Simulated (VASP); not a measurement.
A run of VASP 6.6.1:

The input INCAR:

```
SYSTEM = Ta
  PREC = Accurate
  ENCUT = 520
  EDIFF = 1E-6
  ISMEAR = -1
  SIGMA = 0.1
  LREAL = .False.
  LASPH = .True.
  NELM = 60
  ALGO = Normal
  ISIF = 2
  LWAVE = .False.
  LCHARG = .False.
  GGA = CA
  NBANDS = 12
```

File KPOINTS:

```
Automatic mesh
0
Gamma
  15 15 15
  0 0 0
```

The input POSCAR:

```
Ta
1.0
   -1.6512800000      1.6512800000      1.6512800000
    1.6512800000     -1.6512800000      1.6512800000
    1.6512800000      1.6512800000     -1.6512800000
Ta
1
Direct
    0.0000000000      0.0000000000      0.0000000000
```

Potentials or basis: VASP PAW LDA potentials, release 64 (Ta_pv).

Run with:

```console
$ cat potpaw_LDA.64/Ta_pv/POTCAR > POTCAR
$ mpirun -np 1 vasp_std > vasp.out
```

Hardware: 1 thread of AMD EPYC 7R43 64-Core Processor (Zen 3), on a shared host.

Q: Estimate the wall time of this run.

A: It took 27 s on 1 thread of AMD EPYC 7R43 64-Core Processor (Zen 3) (shared host), peak memory 0.11 GiB. Counts: scf iterations 10, k points 120.
